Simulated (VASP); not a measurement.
# Co (Fm-3m) in VASP: notebook

Runs on Co. Level: PBE. Tasks: single point.

Program: VASP 6.6.1. These are calculated values, not measurements. Logs are shortened: lines on timing, memory, paths and dates and some standing lists are left out, and cuts for length are marked.

## 1. The cell of the first run

The structure is cubic, space group Fm-3m (No. 225). Conventional cell: a = 3.628 Å, b = 3.628 Å, c = 3.628 Å, α = 90.00°, β = 90.00°, γ = 90.00°. Within 3.4 Å of Co (site symmetry m-3m) lie 12 Co at 2.57 Å.

## 2. Single point, PBE, collinear spin, ferromagnetic start

INCAR

```
PREC = Accurate
ENCUT = 520
EDIFF = 1E-6
ISMEAR = -1
SIGMA = 0.1
LREAL = False
LASPH = True
NELM = 150
ALGO = Normal
ISIF = 2
LWAVE = False
LCHARG = False
ISPIN = 2
MAGMOM = 0.42
LORBIT = 11
NUPDOWN = 0.42
LMAXMIX = 4
GGA = PE
NBANDS = 14
```

KPOINTS

```
regular mesh
0
Gamma
  11 11 11
```

POSCAR

```
Co
1.0
    0.0000000000      1.8140000000      1.8140000000
    1.8140000000      0.0000000000      1.8140000000
    1.8140000000      1.8140000000      0.0000000000
Co
1
Direct
    0.0000000000      0.0000000000      0.0000000000
```

Potentials or basis: VASP PAW PBE potentials, release 64 (Co).

Launch:

```bash
$ cat potpaw_PBE.64/Co/POTCAR > POTCAR
$ mpirun -np 1 vasp_std > vasp.out
```

OUTCAR:

```text
PREC = Accurate
   ENCUT = 520
   EDIFF = 1E-6
   ISMEAR = -1
   LREAL = False
   LASPH = True
   NELM = 150
   ISIF = 2
   ISPIN = 2
   LORBIT = 11
   NUPDOWN = 0.42
   GGA = PE

 ion  position               nearest neighbor table
   1  0.000  0.000  0.000-

  LATTYP: Found a face centered cubic cell.
 ALAT       =     3.6280000000

  Lattice vectors:

 A1 = (   0.0000000000,   1.8140000000,   1.8140000000)
 A2 = (   1.8140000000,   0.0000000000,   1.8140000000)
 A3 = (   1.8140000000,   1.8140000000,   0.0000000000)

Analysis of symmetry for initial positions (statically):
=====================================================================
 Subroutine PRICEL returns:
 Original cell was already a primitive cell.

 Routine SETGRP: Setting up the symmetry group for a
 face centered cubic supercell.

 Subroutine GETGRP returns: Found 48 space group operations
 (whereof 48 operations were pure point group operations)
 out of a pool of 48 trial point group operations.

The static configuration has the point symmetry O_h .

Analysis of symmetry for dynamics (positions and initial velocities):
=====================================================================
 Subroutine PRICEL returns:
 Original cell was already a primitive cell.

 Routine SETGRP: Setting up the symmetry group for a
 face centered cubic supercell.

 Subroutine GETGRP returns: Found 48 space group operations
 (whereof 48 operations were pure point group operations)
 out of a pool of 48 trial point group operations.

The dynamic configuration has the point symmetry O_h .

Analysis of structural, dynamic, and magnetic symmetry:
=====================================================================
 Subroutine PRICEL returns:
 Original cell was already a primitive cell.

 Routine SETGRP: Setting up the symmetry group for a
 face centered cubic supercell.

 Subroutine GETGRP returns: Found 48 space group operations
 (whereof 48 operations were pure point group operations)
 out of a pool of 48 trial point group operations.

The overall configuration has the point symmetry O_h .

 Subroutine INISYM returns: Found 48 space group operations
 (whereof 48 operations are pure point group operations),
 and found     1 'primitive' translations

----------------------------------------------------------------------------------------

                                     Primitive cell

  volume of cell :      11.9383

  direct lattice vectors                    reciprocal lattice vectors
     0.000000000  1.814000000  1.814000000    -0.275633958  0.275633958  0.275633958
     1.814000000  0.000000000  1.814000000     0.275633958 -0.275633958  0.275633958
     1.814000000  1.814000000  0.000000000     0.275633958  0.275633958 -0.275633958

  length of vectors
     2.565383402  2.565383402  2.565383402     0.477412020  0.477412020  0.477412020

  position of ions in fractional coordinates (direct lattice)
     0.000000000  0.000000000  0.000000000

  ion indices of the primitive-cell ions
   primitive index   ion index
                 1           1

----------------------------------------------------------------------------------------

 KPOINTS: regular mesh

Automatic generation of k-mesh.
 Grid dimensions read from file:
 generate k-points for:   11   11   11

 Generating k-lattice:

  Cartesian coordinates                     Fractional coordinates (reciprocal lattice)
    -0.025057633  0.025057633  0.025057633     0.090909091  0.000000000  0.000000000
     0.025057633 -0.025057633  0.025057633     0.000000000  0.090909091  0.000000000
     0.025057633  0.025057633 -0.025057633     0.000000000  0.000000000  0.090909091

  Length of vectors
     0.043401093  0.043401093  0.043401093

  Shift w.r.t. Gamma in fractional coordinates (k-lattice)
     0.000000000  0.000000000  0.000000000

 Subroutine IBZKPT returns following result:
 ===========================================

 Found     56 irreducible k-points:

 Following reciprocal coordinates:
            Coordinates               Weight
  0.000000  0.000000  0.000000      1.000000
  0.090909  0.000000  0.000000      8.000000
  0.181818  0.000000  0.000000      8.000000
  0.272727  0.000000  0.000000      8.000000
  0.363636  0.000000  0.000000      8.000000
  0.454545  0.000000  0.000000      8.000000
[... 16 lines left out ...]
 -0.272727  0.181818  0.000000     24.000000
 -0.181818  0.181818  0.000000     12.000000
 [... further k-points ...]
   k-points           NKPTS =     56   k-points in BZ     NKDIM =     56   number of bands    NBANDS=     14
   number of dos      NEDOS =    301   number of ions     NIONS =      1
   total plane-waves  NPLWV =   8000
   dimension x,y,z NGX =    20 NGY =   20 NGZ =   20
   dimension x,y,z NGXF=    40 NGYF=   40 NGZF=   40
   ions per type =               1
   NGX,Y,Z   is equivalent  to a cutoff of  12.96, 12.96, 12.96 a.u.
   NGXF,Y,Z  is equivalent  to a cutoff of  25.92, 25.92, 25.92 a.u.
 SYSTEM =  unknown system
   PREC   = accura    normal or accurate (medium, high low for compatibility)
   ISTART =      0    job   : 0-new  1-cont  2-samecut
   ICHARG =      2    charge: 1-file 2-atom 10-const
   ISPIN  =      2    spin polarized calculation?
   LNONCOLLINEAR =      F non collinear calculations
   LSORBIT =      F    spin-orbit coupling
   LASPH  =      T    aspherical Exc in radial PAW
   ENCUT  =  520.0 eV  38.22 Ry    6.18 a.u.   4.77  4.77  4.77*2*pi/ulx,y,z
   NELM   =    150;   NELMIN=  2; NELMDL= -5     # of ELM steps
   EDIFF  = 0.1E-05   stopping-criterion for ELM
   LREAL  =      F    real-space projection
   EDIFFG = 0.1E-04   stopping-criterion for IOM
   NSW    =      0    number of steps for IOM
   IBRION =     -1    ionic relax: 0-MD 1-quasi-New 2-CG
   NFREE  =      0    steps in history (QN), initial steepest desc. (CG)
   ISIF   =      2    stress and relaxation
   ISYM   =      2    0-nonsym 1-usesym 2-fastsym
   POTIM  = 0.5000    time-step for ionic-motion
   TEBEG  =    0.0;   TEEND  =   0.0 temperature during run
   PSTRESS=    0.0 pullay stress
   NELECT =       9.0000    total number of electrons
   NUPDOWN=       0.4200    fix difference up-down
   EMIN   =  10.00;   EMAX   =-10.00  energy-range for DOS
   EFERMI =   0.00;   METHOD = LEGACY
   ISMEAR =    -1;   SIGMA  =   0.10  broadening in eV -4-tet -1-fermi 0-gaus
   EFERMI_NEDOS =   21; number of points for ismear=-14 and -15
   IALGO  =     38    algorithm
   IMIX   =      4    mixing-type and parameters
     AMIX     =   0.40;   BMIX     =  1.00
     AMIX_MAG =   1.60;   BMIX_MAG =  1.00
  volume/ion in A,a.u.               =      11.94        80.56
  Fermi-wavevector in a.u.,A,eV,Ry     =   1.489962  2.815619 30.204734  2.219985
  Thomas-Fermi vector in A             =   2.602804
   LORBIT       =     11    0 simple, 1 ext, 2 COOP (PROOUT), +10 PAW based schemes
   GGA     = PE    functional components
   LHFCALC =     F    Hartree Fock is set to
   AEXX    =    0.0000 exact exchange contribution
   IVDW    =     0    specifies the selected vdW correction
   LEPSILON=     F    determine dielectric tensor
   LRPA    =     F    only Hartree local field effects (RPA)
 spin polarized calculation
  energy-cutoff  :      520.00
  volume of cell :       11.94
 maximum number of plane-waves:       331
   NGX =  9   NGY =  9   NGZ =  9

 number of electron       9.0000000 magnetization       0.4200000

 Free energy of the ion-electron system (eV)
  ---------------------------------------------------
  ext. energy  EPLUGINS =         0.00000000
  ---------------------------------------------------
  free energy    TOTEN  =        -6.74371396 eV

  energy without entropy =       -6.64806574  energy(sigma->0) =       -6.69588985

 E-fermi :   8.8320     XC(G=0): -12.8662

 val. band max:        8.8307945640   @ k =   0.3636   0.3636   0.0000
 cond. band min:       8.6461757620   @ k =  -0.4545   0.4545   0.0000
 fundamental gap:     -0.1846188021
 Fermi energy:         8.6334304116

 spin component 1

 k-point     1 :       0.0000    0.0000    0.0000
  band No.  band energies     occupation
      1       0.6047      1.00000
      2       6.9949      1.00000
      3       6.9949      1.00000
      4       6.9949      1.00000
      5       8.0330      0.99754
      6       8.0330      0.99754
      7      31.1517      0.00000
      8      34.9867      0.00000
      9      34.9867      0.00000
     10      34.9867      0.00000
     11      37.8317      0.00000
     12      37.8317      0.00000
     13      37.8317      0.00000
     14      40.5024      0.00000

 k-point     2 :       0.0909    0.0000    0.0000
  band No.  band energies     occupation
      1       0.9092      1.00000
      2       6.9130      1.00000
      3       7.0628      1.00000
      4       7.0628      1.00000
      5       8.0059      0.99812
      6       8.0059      0.99812
      7      30.0270      0.00000
      8      32.6137      0.00000
      9      34.4220      0.00000
     10      34.4220      0.00000
     11      38.6953      0.00000
     12      38.6953      0.00000
     13      38.8424      0.00000
     14      43.1113      0.00000
[... 343 lines left out ...]
      1       4.6512      1.00000
      2       6.4262      1.00000
      3       6.7777      1.00000
      4       7.4481      0.99999
      5       8.0351      0.99749
      6       9.6162      0.00005
      7      19.9041      0.00000
      8      23.7396      0.00000
      9      31.8588      0.00000
     10      32.0673      0.00000
     11      38.1196      0.00000
     12      39.0734      0.00000
     13      43.3547      0.00000
     14      45.5362      0.00000

 k-point    24 :      -0.1818    0.1818    0.0000
  band No.  band energies     occupation
      1       3.5030      1.00000
      2       6.3965      1.00000
      3       7.0441      1.00000
      4       7.6098      0.99996
      5       7.6162      0.99996
      6       8.8319      0.12079
      7      23.6463      0.00000
      8      24.3626      0.00000
      9      33.5096      0.00000
     10      34.5515      0.00000
     11      36.3204      0.00000
     12      39.2252      0.00000
     13      39.9831      0.00000
     14      44.7338      0.00000

 [... further k-points ...]

 spin component 2

 k-point     1 :       0.0000    0.0000    0.0000
  band No.  band energies     occupation
      1       0.5778      1.00000
      2       7.4162      1.00000
      3       7.4162      1.00000
      4       7.4162      1.00000
      5       8.5419      0.94789
      6       8.5419      0.94789
      7      31.0345      0.00000
      8      34.9981      0.00000
      9      34.9981      0.00000
     10      34.9981      0.00000
     11      37.8804      0.00000
     12      37.8804      0.00000
     13      37.8804      0.00000
     14      40.3690      0.00000

 k-point     2 :       0.0909    0.0000    0.0000
  band No.  band energies     occupation
      1       0.8827      1.00000
      2       7.3274      1.00000
      3       7.4862      1.00000
      4       7.4862      1.00000
      5       8.5127      0.96057
      6       8.5127      0.96057
      7      29.9896      0.00000
      8      32.5739      0.00000
      9      34.4536      0.00000
     10      34.4536      0.00000
     11      38.7164      0.00000
     12      38.7164      0.00000
     13      38.7951      0.00000
     14      43.0650      0.00000
[... 343 lines left out ...]
      1       4.7260      1.00000
      2       6.7569      1.00000
      3       7.1933      1.00000
      4       7.9148      0.99990
      5       8.5014      0.96461
      6      10.0377      0.00001
      7      20.0133      0.00000
      8      23.8037      0.00000
      9      31.8297      0.00000
     10      32.1332      0.00000
     11      38.0799      0.00000
     12      39.1082      0.00000
     13      43.4343      0.00000
     14      45.8431      0.00000

 k-point    24 :      -0.1818    0.1818    0.0000
  band No.  band energies     occupation
      1       3.5031      1.00000
      2       6.7678      1.00000
      3       7.4713      1.00000
      4       8.0580      0.99957
      5       8.0948      0.99937
      6       9.3083      0.00847
      7      23.7276      0.00000
      8      24.4151      0.00000
      9      33.4744      0.00000
     10      34.6050      0.00000
     11      36.2684      0.00000
     12      39.2504      0.00000
     13      40.0865      0.00000
     14      44.9884      0.00000

 [... further k-points ...]

------------------------ aborting loop because EDIFF is reached ----------------------------------------

  FORCE on cell =-STRESS in cart. coord.  units (eV):
  Direction    XX          YY          ZZ          XY          YZ          ZX
  --------------------------------------------------------------------------------------
  -------------------------------------------------------------------------------------
  Total       -1.8599247     -1.8599247     -1.8599247      0.0000000     -0.0000000      0.0000000
  in kB     -249.6112166   -249.6112166   -249.6112166      0.0000000     -0.0000000      0.0000000
  external PRESSURE =    -249.6112166 kB  Pullay stress =       0.0000000 kB

 VOLUME and BASIS-vectors are now :
 -----------------------------------------------------------------------------
  energy-cutoff  :      520.00
  volume of cell :       11.94
      direct lattice vectors                 reciprocal lattice vectors
     0.000000000  1.814000000  1.814000000    -0.275633958  0.275633958  0.275633958
     1.814000000  0.000000000  1.814000000     0.275633958 -0.275633958  0.275633958
     1.814000000  1.814000000  0.000000000     0.275633958  0.275633958 -0.275633958

 POSITION                                       TOTAL-FORCE (eV/Angst)
 -----------------------------------------------------------------------------------
      0.00000      0.00000      0.00000         0.000000      0.000000      0.000000
 -----------------------------------------------------------------------------------
    total drift:                                0.000000      0.000000      0.000000

  FREE ENERGIE OF THE ION-ELECTRON SYSTEM (eV)
  ---------------------------------------------------
  free  energy   TOTEN  =        -6.7437139631 eV

  energy  without entropy=       -6.6480657438  energy(sigma->0) =       -6.69588985

 total charge

# of ion       s       p       d       tot
------------------------------------------
    1        0.444   0.434   7.227   8.105

 magnetization (x)

# of ion       s       p       d       tot
------------------------------------------
    1       -0.006  -0.017   0.457   0.434
```

Wall time 24 s (1 thread of Intel Xeon Platinum 8259CL at 2.50GHz (Skylake/Cascade Lake), shared host); peak memory 0.14 GiB.

What came out:

```
Free energy                                           : -6.7437 eV
Pressure                                              : -25.0 GPa
Net moment                                            : 0.42 μB per cell
Site moments                                          : Co +0.43 μB
Valence electrons inside the program's atomic spheres : Co 8.11
```

Caveat: the total moment is fixed, so each spin has its own Fermi level.

## 3. Single point, PBE, collinear spin, ferromagnetic start

INCAR

```
ALGO = Normal ; EDIFF = 1E-6
ENCUT = 520 ; GGA = PE
ISIF = 2 ; ISMEAR = -1
ISPIN = 2 ; LASPH = T
LCHARG = T ; LELF = T
LMAXMIX = 4 ; LORBIT = 11
LREAL = F ; LVHAR = T
LWAVE = F ; MAGMOM = 1.27
NBANDS = 14 ; NELM = 150
NUPDOWN = 1.27 ; PREC = Accurate
SIGMA = 0.1
```

KPOINTS

```
k-points
0
Gamma
  11 11 11
```

POSCAR is that of step 2.

Potentials or basis: VASP PAW PBE potentials, release 64 (Co).

Launch:

```bash
$ cat potpaw_PBE.64/Co/POTCAR > POTCAR
$ mpirun -np 1 vasp_std > vasp.out
```

It took 23 s on 1 thread of Intel Xeon Platinum 8259CL at 2.50GHz (Skylake/Cascade Lake), shared host; peak memory 0.13 GiB.

The run converged. Its results:

- Free energy: -6.8993 eV
- Pressure: -19.8 GPa
- Net moment: 1.27 μB per cell
- Site moments: Co +1.31 μB
- Valence electrons inside the program's atomic spheres: Co 8.11

Caveat: the total moment is fixed, so each spin has its own Fermi level.

## 4. Single point, PBE, collinear spin, ferromagnetic start

INCAR

```
ALGO     = Normal         # electronic algorithm
EDIFF    = 1E-7           # SCF threshold, eV
ENCUT    = 520            # plane-wave cutoff, eV
GGA      = PE             # functional
ISIF     = 2              # what is computed and relaxed
ISMEAR   = -1             # smearing method
ISPIN    = 2              # spin polarisation
LASPH    = True           # aspherical terms in the spheres
LCHARG   = True           # write CHGCAR
LELF     = True           # ELF
LMAXMIX  = 4              # l up to which the mixer works
LORBIT   = 11             # projections on sites
LREAL    = False          # projectors in reciprocal space
LVHAR    = True         
LWAVE    = False          # write WAVECAR
MAGMOM   = 2.12           # initial moments
NBANDS   = 14             # bands
NELM     = 150            # most SCF steps
NUPDOWN  = 2.12           # fixed moment
PREC     = Accurate       # precision mode
SIGMA    = 0.1            # smearing width, eV
```

KPOINTS is that of step 3.

POSCAR is that of step 3.

Launch:

```bash
$ cat potpaw_PBE.64/Co/POTCAR > POTCAR
$ mpirun -np 1 vasp_std > vasp.out
```

Wall time 26 s (1 thread of Intel Xeon Platinum 8259CL at 2.50GHz (Skylake/Cascade Lake), shared host); peak memory 0.14 GiB.

The run converged. Its results:

| Item | Value |
| --- | --- |
| Free energy | -6.8424 eV |
| Pressure | -8.5 GPa |
| Net moment | 2.12 μB per cell |
| Site moments | Co +2.11 μB |
| Valence electrons inside the program's atomic spheres | Co 8.08 |

Caveat: the total moment is fixed, so each spin has its own Fermi level.

## 5. Single point, PBE, collinear spin, ferromagnetic start

INCAR

```
SYSTEM = Co
PREC = Accurate
ENCUT = 520
EDIFF = 1E-6
ISMEAR = -1
SIGMA = 0.1
LREAL = .FALSE.
LASPH = .TRUE.
NELM = 150
ALGO = Normal
ISIF = 2
LWAVE = .FALSE.
LCHARG = .FALSE.
ISPIN = 2
MAGMOM = 2.97
LORBIT = 11
NUPDOWN = 2.97
LMAXMIX = 4
GGA = PE
NBANDS = 14
```

KPOINTS

```
Automatic mesh
0
G
  11 11 11
  0 0 0
```

POSCAR is that of step 4.

Launch:

```bash
$ cat potpaw_PBE.64/Co/POTCAR > POTCAR
$ mpirun -np 1 vasp_std > vasp.out
```

Wall time 27 s (1 thread of Intel Xeon Platinum 8259CL at 2.50GHz (Skylake/Cascade Lake), shared host); peak memory 0.14 GiB.

Results (log left out):

```
Free energy                                           : -5.4615 eV
Pressure                                              : 15.7 GPa
Net moment                                            : 2.97 μB per cell
Site moments                                          : Co +2.82 μB
Valence electrons inside the program's atomic spheres : Co 8.04
```

Caveat: the total moment is fixed, so each spin has its own Fermi level.

## 6. Single point, PBE, collinear spin, ferromagnetic start

INCAR

```
SYSTEM = Co
PREC = Accurate ; ENCUT = 520
EDIFF = 1E-7 ; ISMEAR = -1
SIGMA = 0.1 ; LREAL = .FALSE.
LASPH = .TRUE. ; NELM = 150
ALGO = Normal ; ISIF = 2
LWAVE = .FALSE. ; LCHARG = .FALSE.
ISPIN = 2 ; MAGMOM = 0.3
LORBIT = 11 ; LMAXMIX = 4
GGA = PE ; NBANDS = 14
```

KPOINTS

```
regular mesh
0
G
  11 11 11
  0 0 0
```

POSCAR is that of step 5.

Potentials or basis: VASP PAW PBE potentials, release 64 (Co).

Launch:

```bash
$ cat potpaw_PBE.64/Co/POTCAR > POTCAR
$ mpirun -np 1 vasp_std > vasp.out
```

It took 33 s on 1 thread of Intel Xeon Platinum 8259CL at 2.50GHz (Skylake/Cascade Lake), shared host; peak memory 0.13 GiB.

Results (log left out):

```
Free energy                                           : -6.7226 eV
Pressure                                              : -25.5 GPa
Net moment                                            : 0.00 μB per cell
Valence electrons inside the program's atomic spheres : Co 8.11
```

Levels at points of the mesh, in eV from the Fermi level:
Spin up:
```tsv
k point	band 1	band 2	band 3	band 4	band 5	band 6	band 7	band 8	band 9
(0.00, 0.00, 0.00)	-8.14	-1.54	-1.54	-1.54	-0.45	-0.45	22.36	26.26	26.26
```
Spin down:
| k point | band 2 | band 3 | band 4 | band 5 | band 6 | band 7 |
| --- | --- | --- | --- | --- | --- | --- |
| (0.00, 0.00, 0.00) | -1.54 | -1.54 | -1.54 | -0.45 | -0.45 | 22.36 |

## 7. Overview

| fixed moment (μB) | pressure (GPa) | moment (μB) |
| --- | --- | --- |
| 0.42 | -25.0 | 0.42 |
| 1.27 | -19.8 | 1.27 |
| 2.12 | -8.5 | 2.12 |
| 2.97 | 15.7 | 2.97 |
| - | -25.5 | 0.00 |

Alike in all rows: task single point; level PBE; potentials or basis VASP PAW PBE potentials, release 64 (Co); spin collinear, ferromagnetic start; cell as given; k mesh 11 × 11 × 11; cutoff (eV) 520; smearing fermi-dirac 0.1 eV.

Caveats: the total moment is fixed, so each spin has its own Fermi level (some runs).

Total energies depend on the potentials used, so only differences within one code and one set of settings carry meaning.
